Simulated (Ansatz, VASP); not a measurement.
## Two plane-wave programs on Rh

```
CELL_PARAMETERS angstrom
1.34697 0.77767 6.56312
-1.34697 0.77767 6.56312
0.00000 -1.55534 6.56312
ATOMIC_POSITIONS crystal
Rh 0.00000 0.00000 0.00000
Rh 0.22268 0.22268 0.22268
Rh 0.77732 0.77732 0.77732
```

Alike in both runs: functional r2SCAN; k mesh 9 × 9 × 9; occupations gaussian, width 0.1 eV; no spin polarisation.

Ansatz relaxed the structure, and its values are those at the end. VASP's run is a single point on that final structure, the one shown.

|  | VASP | Ansatz |
| --- | --- | --- |
| version | VASP 6.6.1 | Ansatz 0.2.0 |
| potentials or method | VASP PAW PBE potentials, release 64 (Rh_pv), cutoff 520 eV | scalar-relativistic, plane waves, PAW |
| valence electrons in the cell | 45 | 51 |

|  | VASP | Ansatz | Ansatz less VASP |
| --- | --- | --- | --- |
| gap on the k mesh at the Fermi level (eV) | none | none | - |
| pressure (GPa) | 1.2 | 0.0 | -1.22 |

VASP's potentials were made for PBE, not for r2SCAN. A gap of «none» marks a metal or a gap that the smearing closes. VASP's potentials hold 45 valence electrons a cell and Ansatz's 51, so a difference there can come from the potentials and not from the codes.
